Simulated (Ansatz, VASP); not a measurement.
# SiO2 in VASP and in Ansatz

```
Si O
1.0
    -2.48993    2.48993    3.66899
     2.48993   -2.48993    3.66899
     2.48993    2.48993   -3.66899
Si O
2 4
Direct
  0.00000 0.00000 0.00000
  0.75000 0.25000 0.50000
  0.97167 0.62500 0.84667
  0.37500 0.22167 0.34667
  0.77833 0.12500 0.15333
  0.87500 0.02833 0.65333
```

Alike in both runs: functional PBEsol; k mesh 8 × 8 × 8; occupations gaussian, width 0.02 eV; no spin polarisation.

Ansatz relaxed the structure, and its values are those at the end. VASP's run is a single point on that final structure, the one shown.

|  | VASP | Ansatz |
| --- | --- | --- |
| version | VASP 6.6.1 | Ansatz 0.2.0 |
| potentials or method | VASP PAW PBE potentials, release 64 (Si, O), cutoff 520 eV | scalar-relativistic, plane waves, PAW |
| valence electrons in the cell | 32 | 32 |

```csv
,VASP,Ansatz,Ansatz less VASP
gap on the k mesh at the Fermi level (eV),5.82,5.82,+0.001
least direct gap on the mesh (eV),5.82,5.82,+0.001
pressure (GPa),0.5,0.0,-0.49
rms of the force components (eV/Å),0.010,0.001,-0.0092
```

VASP's potentials were made for PBE, not for PBEsol. The functional is the same, so the differences come from potentials, cutoffs and numerics.
